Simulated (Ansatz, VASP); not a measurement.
BeSO: VASP beside Ansatz

INCAR

```
PREC = Accurate
ENCUT = 600
EDIFF = 1E-6
ISMEAR = 0
SIGMA = 0.1
LREAL = False
LASPH = True
NELM = 120
ALGO = Normal
ISIF = 2
LWAVE = False
LCHARG = False
GGA = PE
NBANDS = 14
GGA_COMPAT = False
```

Contents of KPOINTS:

```
regular mesh
0
Gamma
  6 6 4
```

File POSCAR:

```
BeSO
1.0
    3.3353596700      0.0000000000      0.0000000000
    0.0000000000      3.3353596700      0.0000000000
    0.0000000000      0.0000000000      4.3920845300
Be S O
1 1 1
Direct
    0.0000000000      0.0000000000      0.5000000000
    0.0000000000      0.0000000000      0.0000000000
    0.5000000000      0.5000000000      0.0000000000
```

Input for Ansatz:

```yaml
crystal:
  lattice:
    - [3.33535967, 0.0, 0.0]
    - [0.0, 3.33535967, 0.0]
    - [0.0, 0.0, 4.39208453]
  atoms:
    - { symbol: Be, position: [0.0, 0.0, 0.5] }
    - { symbol: S, position: [0.0, 0.0, 0.0] }
    - { symbol: O, position: [0.5, 0.5, 0.0] }
basis:
  ecutwfc: 420
kpoints:
  mp_grid: { grid: [6, 6, 4] }
hamiltonian:
  xc: pbe
scf:
  occupations: { method: gaussian, width: 0.1 }
  lower_state_search: "off"
output:
  forces: true
  stress: true
  eigenvalues: true
```

Alike in both runs: task single point; functional PBE; k mesh 6 × 6 × 4; occupations gaussian, width 0.1 eV; no spin polarisation.

```csv
,VASP,Ansatz
version,VASP 6.6.1,Ansatz 0.2.0
potentials or method,"VASP PAW PBE potentials, release 64 (Be, S, O), cutoff 600 eV","scalar-relativistic, plane waves, PAW"
valence electrons in the cell,14,14
```

```csv
,VASP,Ansatz,Ansatz less VASP
gap on the k mesh at the Fermi level (eV),none,none,-
pressure (GPa),-12.5,-12.4,+0.10
"traceless stress, the component that is largest in VASP (GPa)",-10.63,-10.56,+0.069
```

A gap of «none» marks a metal or a gap that the smearing closes.
